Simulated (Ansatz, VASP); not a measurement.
**Ga3Se: VASP beside Ansatz**

File INCAR:

```
SYSTEM = Ga3Se
ALGO = Normal
EDIFF = 1E-6
ENCUT = 520
GGA = PS
ISIF = 2
ISMEAR = 0
LASPH = .TRUE.
LCHARG = .FALSE.
LREAL = .FALSE.
LWAVE = .FALSE.
NBANDS = 30
NELM = 80
PREC = Accurate
SIGMA = 0.1
```

File KPOINTS:

```
k-points
0
G
  8 8 8
  0 0 0
```

POSCAR

```
Ga3Se
1.0
    4.4324650000      0.0000000000      0.0000000000
    0.0000000000      4.4324650000      0.0000000000
    0.0000000000      0.0000000000      4.4324650000
Ga Se
3 1
Direct
    0.0000000000      0.5000000000      0.5000000000
    0.5000000000      0.0000000000      0.5000000000
    0.5000000000      0.5000000000      0.0000000000
    0.0000000000      0.0000000000      0.0000000000
```

Input for Ansatz:

```yaml
crystal:
  lattice:
    - [4.432465, 0.0, 0.0]
    - [0.0, 4.432465, 0.0]
    - [0.0, 0.0, 4.432465]
  atoms:
    - { symbol: Ga, position: [0.0, 0.5, 0.5] }
    - { symbol: Ga, position: [0.5, 0.0, 0.5] }
    - { symbol: Ga, position: [0.5, 0.5, 0.0] }
    - { symbol: Se, position: [0.0, 0.0, 0.0] }
basis:
  ecutwfc: 420
kpoints:
  mp_grid: { grid: [8, 8, 8] }
hamiltonian:
  xc: pbesol
scf:
  occupations: { method: gaussian, width: 0.1 }
output:
  forces: true
  stress: true
  eigenvalues: true
```

Alike in both runs: task single point; functional PBEsol; k mesh 8 × 8 × 8; occupations gaussian, width 0.1 eV; no spin polarisation.

|  | VASP | Ansatz |
| --- | --- | --- |
| version | VASP 6.6.1 | Ansatz 0.2.0 |
| potentials or method | VASP PAW PBE potentials, release 64 (Ga_d, Se), cutoff 520 eV | scalar-relativistic, plane waves, PAW |
| valence electrons in the cell | 45 | 55 |

|  | VASP | Ansatz | Ansatz less VASP |
| --- | --- | --- | --- |
| gap on the k mesh at the Fermi level (eV) | none | none | - |
| pressure (GPa) | -3.6 | -3.6 | -0.05 |

VASP's potentials were made for PBE, not for PBEsol. A gap of «none» marks a metal or a gap that the smearing closes. VASP's potentials hold 45 valence electrons a cell and Ansatz's 55, so a difference there can come from the potentials and not from the codes.
